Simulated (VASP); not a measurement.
# HC6 in VASP: relaxation of the atoms with PBEsol

Aim: the relaxation of the atoms of HC6 with PBEsol.

Program: VASP 6.6.1. These are calculated values, not measurements. Logs are shortened: lines on timing, memory, paths and dates and some standing lists are left out, and cuts for length are marked.

## 1. The cell of the first run

The cell holds a slab with vacuum, 14 atoms: a = 2.513 Å, b = 2.513 Å, c = 26.272 Å, α = 90.00°, β = 90.00°, γ = 120.00°.

## 2. Relaxation of the atoms, PBEsol

Input file INCAR:

```
ALGO = Normal
EDIFF = 1E-6
EDIFFG = -0.03
ENCUT = 520
GGA = PS
IBRION = 2
ISIF = 2
ISMEAR = -1
LASPH = True
LCHARG = False
LREAL = False
LWAVE = False
NELM = 80
NSW = 100
PREC = Accurate
SIGMA = 0.05
```

Input file KPOINTS:

```
k-points
0
Gamma
  6 6 1
```

Input file POSCAR:

```
HC6
1.0
    1.7769010000     -1.7769010000      0.0000000000
    0.0000000000      1.7769010000     -1.7769010000
   15.1680840000     15.1680840000     15.1680840000
C H
12 2
Direct
    0.9904930000      0.9954450000      0.7035610000
    0.0062610000      0.9994980000      0.4721360000
    0.0040340000      0.9880900000      0.2944270000
    0.9832390000      0.0172040000      0.5296150000
    0.3545260000      0.6632510000      0.3138050000
    0.3170990000      0.6576950000      0.5484070000
    0.3443750000      0.6922220000      0.3734720000
    0.3305850000      0.6659480000      0.6078780000
    0.6642060000      0.3471160000      0.3924280000
    0.6631570000      0.3382090000      0.6254060000
    0.6674860000      0.3459130000      0.4507270000
    0.6615780000      0.3230470000      0.6841950000
    0.9940410000      0.0030480000      0.7487860000
    0.9935410000      0.9813540000      0.2517360000
```

Potentials or basis: VASP PAW PBE potentials, release 64 (C, H).

The run is started by

```sh
> cat potpaw_PBE.64/C/POTCAR potpaw_PBE.64/H/POTCAR > POTCAR
> mpirun -np 1 vasp_std > vasp.out
```

OUTCAR:

```text
EDIFF = 1E-6
   EDIFFG = -0.03
   ENCUT = 520
   GGA = PS
   IBRION = 2
   ISIF = 2
   ISMEAR = -1
   LASPH = True
   LREAL = False
   NELM = 80
   NSW = 100
   PREC = Accurate

 ion  position               nearest neighbor table
   1  0.990  0.995  0.704-  13 1.19  12 1.52  12 1.55  12 1.55
   2  0.006  0.999  0.472-   4 1.51  11 1.53  11 1.55  11 1.59
   3  0.004  0.988  0.294-  14 1.12   5 1.50   5 1.56   5 1.56
   4  0.983  0.017  0.530-   6 1.48   2 1.51   6 1.53   6 1.59
   5  0.355  0.663  0.314-   3 1.50   3 1.56   3 1.56   7 1.57
   6  0.317  0.658  0.548-   4 1.48   4 1.53   8 1.56   4 1.59
   7  0.344  0.692  0.373-   9 1.51   9 1.53   9 1.56   5 1.57
   8  0.331  0.666  0.608-  10 1.51  10 1.52  10 1.53   6 1.56
   9  0.664  0.347  0.392-   7 1.51   7 1.53  11 1.53   7 1.56
  10  0.663  0.338  0.625-   8 1.51   8 1.52   8 1.53  12 1.54
  11  0.667  0.346  0.451-   2 1.53   9 1.53   2 1.55   2 1.59
  12  0.662  0.323  0.684-   1 1.52  10 1.54   1 1.55   1 1.55
  13  0.994  0.003  0.749-   1 1.19
  14  0.994  0.981  0.252-   3 1.12

  LATTYP: Found a hexagonal cell.
 ALAT       =     2.5129174932
 C/A-ratio  =    10.4547372576

  Lattice vectors:

 A1 = (   1.7769010000,  -1.7769010000,   0.0000000000)
 A2 = (   0.0000000000,   1.7769010000,  -1.7769010000)
 A3 = (  15.1680840000,  15.1680840000,  15.1680840000)

Analysis of symmetry for initial positions (statically):
=====================================================================
 Subroutine PRICEL returns:
 Original cell was already a primitive cell.

 Routine SETGRP: Setting up the symmetry group for a
 hexagonal supercell.

 Subroutine GETGRP returns: Found  1 space group operations
 (whereof  1 operations were pure point group operations)
 out of a pool of 24 trial point group operations.

The static configuration has the point symmetry C_1 .

Analysis of symmetry for dynamics (positions and initial velocities):
=====================================================================
 Subroutine PRICEL returns:
 Original cell was already a primitive cell.

 Routine SETGRP: Setting up the symmetry group for a
 hexagonal supercell.

 Subroutine GETGRP returns: Found  1 space group operations
 (whereof  1 operations were pure point group operations)
 out of a pool of 24 trial point group operations.

The dynamic configuration has the point symmetry C_1 .

 Subroutine INISYM returns: Found  1 space group operations
 (whereof  1 operations are pure point group operations),
 and found     1 'primitive' translations

----------------------------------------------------------------------------------------

                                     Primitive cell

  volume of cell :     143.6741

  direct lattice vectors                    reciprocal lattice vectors
     1.776901000 -1.776901000  0.000000000     0.375185037 -0.187592518 -0.187592518
     0.000000000  1.776901000 -1.776901000     0.187592518  0.187592518 -0.375185037
    15.168084000 15.168084000 15.168084000     0.021975968  0.021975968  0.021975968

  length of vectors
     2.512917493  2.512917493 26.271892141     0.459505949  0.459505949  0.038063494

  position of ions in fractional coordinates (direct lattice)
     0.990493000  0.995445000  0.703561000
     0.006261000  0.999498000  0.472136000
     0.004034000  0.988090000  0.294427000
     0.983239000  0.017204000  0.529615000
     0.354526000  0.663251000  0.313805000
     0.317099000  0.657695000  0.548407000
     0.344375000  0.692222000  0.373472000
     0.330585000  0.665948000  0.607878000
     0.664206000  0.347116000  0.392428000
     0.663157000  0.338209000  0.625406000
     0.667486000  0.345913000  0.450727000
     0.661578000  0.323047000  0.684195000
     0.994041000  0.003048000  0.748786000
     0.993541000  0.981354000  0.251736000

  ion indices of the primitive-cell ions
   primitive index   ion index
                 1           1
                 2           2
                 3           3
                 4           4
                 5           5
                 6           6
                 7           7
                 8           8
                 9           9
                10          10
                11          11
                12          12
                13          13
                14          14

----------------------------------------------------------------------------------------

 KPOINTS: k-points

Automatic generation of k-mesh.
 Grid dimensions read from file:
 generate k-points for:    6    6    1

 Generating k-lattice:

  Cartesian coordinates                     Fractional coordinates (reciprocal lattice)
     0.062530839 -0.031265420 -0.031265420     0.166666667  0.000000000  0.000000000
     0.031265420  0.031265420 -0.062530839     0.000000000  0.166666667  0.000000000
     0.021975968  0.021975968  0.021975968     0.000000000  0.000000000  1.000000000

  Length of vectors
     0.076584325  0.076584325  0.038063494

  Shift w.r.t. Gamma in fractional coordinates (k-lattice)
     0.000000000  0.000000000  0.000000000

 Subroutine IBZKPT returns following result:
 ===========================================

 Found     20 irreducible k-points:

 Following reciprocal coordinates:
            Coordinates               Weight
  0.000000  0.000000  0.000000      1.000000
  0.166667  0.000000  0.000000      2.000000
  0.000000  0.166667  0.000000      2.000000
 -0.166667  0.166667  0.000000      2.000000
  0.333333  0.000000  0.000000      2.000000
  0.000000  0.333333  0.000000      2.000000
[... 12 lines left out ...]
  0.500000 -0.166667 -0.000000      2.000000
  0.333333  0.333333  0.000000      2.000000
   k-points           NKPTS =     20   k-points in BZ     NKDIM =     20   number of bands    NBANDS=     33
   number of dos      NEDOS =    301   number of ions     NIONS =     14
   total plane-waves  NPLWV =  78400
   dimension x,y,z NGX =    20 NGY =   20 NGZ =  196
   dimension x,y,z NGXF=    40 NGYF=   40 NGZF=  392
   ions per type =              12   2
   NGX,Y,Z   is equivalent  to a cutoff of  13.23, 13.23, 12.40 a.u.
   NGXF,Y,Z  is equivalent  to a cutoff of  26.46, 26.46, 24.81 a.u.
 SYSTEM =  unknown system
   PREC   = accura    normal or accurate (medium, high low for compatibility)
   ISTART =      0    job   : 0-new  1-cont  2-samecut
   ICHARG =      2    charge: 1-file 2-atom 10-const
   ISPIN  =      1    spin polarized calculation?
   LNONCOLLINEAR =      F non collinear calculations
   LSORBIT =      F    spin-orbit coupling
   LASPH  =      T    aspherical Exc in radial PAW
   ENCUT  =  520.0 eV  38.22 Ry    6.18 a.u.   4.67  4.67 48.85*2*pi/ulx,y,z
   NELM   =     80;   NELMIN=  2; NELMDL= -5     # of ELM steps
   EDIFF  = 0.1E-05   stopping-criterion for ELM
   LREAL  =      F    real-space projection
   EDIFFG = -.3E-01   stopping-criterion for IOM
   NSW    =    100    number of steps for IOM
   IBRION =      2    ionic relax: 0-MD 1-quasi-New 2-CG
   NFREE  =      1    steps in history (QN), initial steepest desc. (CG)
   ISIF   =      2    stress and relaxation
   ISYM   =      2    0-nonsym 1-usesym 2-fastsym
   POTIM  = 0.5000    time-step for ionic-motion
   TEBEG  =    0.0;   TEEND  =   0.0 temperature during run
   PSTRESS=    0.0 pullay stress
   NELECT =      50.0000    total number of electrons
   NUPDOWN=      -1.0000    fix difference up-down
   EMIN   =  10.00;   EMAX   =-10.00  energy-range for DOS
   EFERMI =   0.00;   METHOD = LEGACY
   ISMEAR =    -1;   SIGMA  =   0.05  broadening in eV -4-tet -1-fermi 0-gaus
   EFERMI_NEDOS =   21; number of points for ismear=-14 and -15
   IALGO  =     38    algorithm
   IMIX   =      4    mixing-type and parameters
     AMIX     =   0.40;   BMIX     =  1.00
     AMIX_MAG =   1.60;   BMIX_MAG =  1.00
  volume/ion in A,a.u.               =      10.26        69.25
  Fermi-wavevector in a.u.,A,eV,Ry     =   1.151521  2.176060 18.041347  1.326002
  Thomas-Fermi vector in A             =   2.288179
   LORBIT       =      0    0 simple, 1 ext, 2 COOP (PROOUT), +10 PAW based schemes
   GGA     = PS    functional components
   LHFCALC =     F    Hartree Fock is set to
   AEXX    =    0.0000 exact exchange contribution
   IVDW    =     0    specifies the selected vdW correction
   LEPSILON=     F    determine dielectric tensor
   LRPA    =     F    only Hartree local field effects (RPA)
 conjugate gradient relaxation of ions
 non-spin polarized calculation
  energy-cutoff  :      520.00
  volume of cell :      143.67
 maximum number of plane-waves:      3913
   NGX =  9   NGY =  9   NGZ = 97

--------------------------------------- Ionic step        1  -------------------------------------------

 number of electron      50.0000003 magnetization

 Free energy of the ion-electron system (eV)
  ---------------------------------------------------
  ext. energy  EPLUGINS =         0.00000000
  ---------------------------------------------------
  free energy    TOTEN  =      -122.20064757 eV

  energy without entropy =     -122.20064757  energy(sigma->0) =     -122.20064757

------------------------ aborting loop because EDIFF is reached ----------------------------------------

  FORCE on cell =-STRESS in cart. coord.  units (eV):
  Direction    XX          YY          ZZ          XY          YZ          ZX
  --------------------------------------------------------------------------------------
  -------------------------------------------------------------------------------------
  Total        0.0811075     -0.7911162      0.2959604     -1.0762317     -1.2286811     -0.9149773
  in kB        0.9044675     -8.8221092      3.3003941    -12.0015665    -13.7016010    -10.2033422
  external PRESSURE =      -1.5390825 kB  Pullay stress =       0.0000000 kB
[... 125 lines left out ...]
  FREE ENERGIE OF THE ION-ELECTRON SYSTEM (eV)
  ---------------------------------------------------
  free  energy   TOTEN  =      -122.5424089675 eV

  energy  without entropy=     -122.5424089675  energy(sigma->0) =     -122.54240897

[... ionic steps 4 to 17 ...]

--------------------------------------- Ionic step       18  -------------------------------------------

 number of electron      50.0000001 magnetization

------------------------ aborting loop because EDIFF is reached ----------------------------------------

  FORCE on cell =-STRESS in cart. coord.  units (eV):
  Direction    XX          YY          ZZ          XY          YZ          ZX
  --------------------------------------------------------------------------------------
  -------------------------------------------------------------------------------------
  Total        0.6671406      0.0762496      0.3249188     -0.2961192     -0.5090331     -0.1378627
  in kB        7.4395984      0.8502954      3.6233225     -3.3021645     -5.6764681     -1.5373714
  external PRESSURE =       3.9710721 kB  Pullay stress =       0.0000000 kB
[... 81 lines left out ...]
  energy  without entropy=     -122.6147328410  energy(sigma->0) =     -122.61473284

--------------------------------------- Ionic step       20  -------------------------------------------

 number of electron      50.0000001 magnetization

 Free energy of the ion-electron system (eV)
  ---------------------------------------------------
  ext. energy  EPLUGINS =         0.00000000
  ---------------------------------------------------
  free energy    TOTEN  =      -122.61493062 eV

  energy without entropy =     -122.61493062  energy(sigma->0) =     -122.61493062

 E-fermi :   3.9041     XC(G=0):  -7.3710

 val. band max:        2.8537475880   @ k =   0.0000   0.0000   0.0000
 cond. band min:       5.6127171666   @ k =   0.0000   0.0000   0.0000
 fundamental gap:      2.7589695786
 Fermi energy:         3.9041475530

 k-point     1 :       0.0000    0.0000    0.0000
  band No.  band energies     occupation
      1     -18.4400      2.00000
      2     -17.9638      2.00000
      3     -17.1868      2.00000
      4     -16.1241      2.00000
      5     -14.8236      2.00000
      6     -13.4631      2.00000
[... 750 lines left out ...]
  FREE ENERGIE OF THE ION-ELECTRON SYSTEM (eV)
  ---------------------------------------------------
  free  energy   TOTEN  =      -122.6149306163 eV

  energy  without entropy=     -122.6149306162  energy(sigma->0) =     -122.61493062

 reached required accuracy - stopping structural energy minimisation
```

Wall time 15 min (1 thread of Intel Xeon Platinum 8488C (Sapphire Rapids), shared host); peak memory 0.29 GiB.

Results:

- Free energy: -122.6149 eV
- Energy gained by relaxing: 29.6 meV/atom
- Ionic steps: 20
- Largest force after relaxing: 0.028 eV/Å
- Band gap on the k mesh: 2.76 eV

Forces in eV/Å, atoms in the order of the input:
```
C    0.011  0.004 -0.002
C    0.007  0.017  0.007
C   -0.005 -0.001 -0.001
C   -0.004  0.005  0.000
C   -0.015  0.003 -0.020
C    0.010 -0.018  0.017
C    0.000  0.005 -0.002
C   -0.015 -0.008  0.008
C    0.004 -0.010 -0.006
C    0.013 -0.007 -0.002
C    0.000  0.010  0.005
C   -0.002 -0.023 -0.008
H    0.002  0.002 -0.013
H   -0.007  0.021  0.017
```

The path:
```
step  energy change (eV)  largest force (eV/Å)  pressure (GPa)
   1              0.0000                2.6465           -0.15
   2              1.2579                6.5304            2.81
   3             -0.3418                0.9404           -0.25
   4             -0.3783                0.7460            0.40
   5             -0.3865                0.4219            0.18
   6             -0.3996                0.4684            0.37
   7             -0.4010                0.3519            0.32
   8             -0.4079                0.2415            0.40
   9             -0.4084                0.1870            0.38
  10             -0.4106                0.1291            0.38
  11             -0.4106                0.1157            0.38
  12             -0.4121                0.1006            0.38
  13             -0.4121                0.1070            0.38
  14             -0.4133                0.0739            0.37
  15             -0.4133                0.0790            0.37
  16             -0.4138                0.0698            0.37
  17             -0.4138                0.0678            0.37
  18             -0.4141                0.0542            0.40
  19             -0.4141                0.0433            0.39
  20             -0.4143                0.0279            0.41
```

Final structure:
```cif
data_structure
_symmetry_space_group_name_H-M 'P 1'
_symmetry_Int_Tables_number 1
_cell_length_a 2.5129
_cell_length_b 2.5129
_cell_length_c 26.2719
_cell_angle_alpha 90.000
_cell_angle_beta 90.000
_cell_angle_gamma 120.000
_cell_volume 143.67
loop_
_atom_site_label
_atom_site_type_symbol
_atom_site_fract_x
_atom_site_fract_y
_atom_site_fract_z
_atom_site_occupancy
C1 C 0.99391 0.00068 0.70416 1
C2 C 0.99904 0.00156 0.47040 1
C3 C 0.00218 0.00092 0.29537 1
C4 C 0.99755 0.00218 0.52906 1
C5 C 0.33529 0.66749 0.31386 1
C6 C 0.33041 0.66899 0.54860 1
C7 C 0.33392 0.66766 0.37274 1
C8 C 0.32917 0.66867 0.60728 1
C9 C 0.66685 0.33440 0.39224 1
C10 C 0.66198 0.33506 0.62678 1
C11 C 0.66606 0.33480 0.45087 1
C12 C 0.66073 0.33423 0.68570 1
H1 H 0.99360 0.99968 0.74662 1
H2 H 0.00394 0.00170 0.25290 1
```

Caveat: the k points lie up to 0.48 Å⁻¹ apart; there is no dipole correction, which matters where the two faces differ; the PAW data sets were made with another functional, which shifts forces and pressure a little.
